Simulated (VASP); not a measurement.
A run of VASP 6.6.1 is set up as follows.

File INCAR:

```
SYSTEM = Cs3O2
PREC = Accurate
ENCUT = 600
EDIFF = 1E-6
ISMEAR = 0
SIGMA = 0.1
LREAL = .False.
LASPH = .True.
NELM = 200
ALGO = Normal
ISIF = 2
LWAVE = .False.
LCHARG = .True.
ISPIN = 2
MAGMOM = 0 0 0 1 1
LORBIT = 11
GGA = PE
LELF = .True.
LVHAR = .True.
NBANDS = 32
GGA_COMPAT = .False.
```

The input KPOINTS:

```
regular mesh
0
Gamma
  6 6 4
  0 0 0
```

File POSCAR:

```
Cs3O2
1.0
    4.7902420351      0.0000000000      0.0000000000
   -2.3951210176      4.1484712927      0.0000000000
    0.0000000000      0.0000000000      7.4528384963
Cs O
3 2
Direct
    0.0000000000      0.0000000000      0.0000000000
    0.3333333333      0.6666666667      0.6450000000
    0.6666666667      0.3333333333      0.3550000000
    0.3333333333      0.6666666667      0.2450000000
    0.6666666667      0.3333333333      0.7550000000
```

Potentials or basis: VASP PAW PBE potentials, release 64 (Cs_sv, O).

Launch:

```console
$ cat potpaw_PBE.64/Cs_sv/POTCAR potpaw_PBE.64/O/POTCAR > POTCAR
$ mpirun -np 1 vasp_std > vasp.out
```

Task: What does it give for the net moment?

Result: 1.00 μB per cell.

Task: What does it give for the site moments?

Result: Cs +0.01; O +0.39 μB.

Task: What does it give for the largest force?

Result: 0.603 eV/Å.

Stress tensor (GPa, compression positive):
```
1.22 0.00 0.00
0.00 1.22 0.00
0.00 0.00 2.43
```
